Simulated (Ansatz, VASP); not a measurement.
**As: VASP beside Ansatz**

```
As
1.0
     3.67000    0.00000    0.00000
    -1.83500    3.17831    0.00000
     0.00000    0.00000   28.00000
As
2
Direct
  0.33333 0.66667 0.51596
  0.66667 0.33333 0.48404
```

Alike in both runs: task single point; functional PBE; k mesh 9 × 9 × 1; occupations gaussian, width 0.02 eV; no spin polarisation.

|  | VASP | Ansatz |
| --- | --- | --- |
| version | VASP 6.6.1 | Ansatz 0.2.0 |
| potentials or method | VASP PAW PBE potentials, release 64 (As), cutoff 520 eV | scalar-relativistic, plane waves, PAW |
| valence electrons in the cell | 10 | 30 |

```tsv
	VASP	Ansatz	Ansatz less VASP
gap on the k mesh at the Fermi level (eV)	none	none	-
rms of the force components (eV/Å)	2.469	2.498	+0.0289
work function, face that differs most (eV)	4.41	4.45	+0.034
```

Atom by atom the forces differ by 0.029 eV/Å (rms over components). A gap of «none» marks a metal or a gap that the smearing closes. The functional is the same, so the differences come from potentials, cutoffs and numerics. VASP's potentials hold 10 valence electrons a cell and Ansatz's 30, so a difference there can come from the potentials and not from the codes.
